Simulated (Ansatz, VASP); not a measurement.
Cr in VASP and in Ansatz

The input INCAR:

```
SYSTEM = Cr
PREC = Accurate
ENCUT = 520
EDIFF = 1E-6
ISMEAR = -1
SIGMA = 1.0
LREAL = .False.
LASPH = .True.
NELM = 60
ALGO = Normal
ISIF = 2
LWAVE = .False.
LCHARG = .False.
NBANDS = 12
```

File KPOINTS:

```
regular mesh
0
Gamma
  16 16 16
  0 0 0
```

File POSCAR:

```
Cr
1.0
   -1.3942485114      1.3942485114      1.3942485114
    1.3942485114     -1.3942485114      1.3942485114
    1.3942485114      1.3942485114     -1.3942485114
Cr
1
Direct
    0.0000000000      0.0000000000      0.0000000000
```

Input for Ansatz:

```yaml
crystal:
  lattice:
    - [-1.3942485114, 1.3942485114, 1.3942485114]
    - [1.3942485114, -1.3942485114, 1.3942485114]
    - [1.3942485114, 1.3942485114, -1.3942485114]
  atoms:
    - { symbol: Cr, position: [0.0, 0.0, 0.0] }
hamiltonian:
  xc: lda
  pseudopotentials:
    kind: paw
    azcp:
      Cr: "pseudopotentials/Cr.paw.azcp"
basis:
  ecutwfc: 420
  fft_grid_basis: typed
kpoints:
  mp_grid: { grid: [16, 16, 16], shift: [0, 0, 0] }
magnetization:
  spin_polarized: false
scf:
  occupations: { method: fermi_dirac, width: 1.0 }
  lower_state_search: "off"
output:
  stress: true
```

Alike in both runs: task single point; functional LDA; k mesh 16 × 16 × 16; occupations fermi-dirac, width 1 eV; no spin polarisation.

|  | VASP | Ansatz |
| --- | --- | --- |
| version | VASP 6.6.1 | Ansatz 0.2.0 |
| potentials or method | VASP PAW LDA potentials, release 64 (Cr_pv), cutoff 520 eV | plane waves (420 eV) with PAW, scalar-relativistic |
| valence electrons in the cell | 12 | 14 |

|  | VASP | Ansatz | Ansatz less VASP |
| --- | --- | --- | --- |
| pressure (GPa) | 36.7 | 36.3 | -0.45 |

Ansatz warns that its potentials were made for another functional, while VASP's fit it. LDA's correlation is that of Perdew and Zunger in VASP and of Perdew and Wang (1992) in Ansatz. Both programs put the cell under a high pressure, so it lies far from rest at this level. VASP's potentials hold 12 valence electrons a cell and Ansatz's 14, so a difference there can come from the potentials and not from the codes.
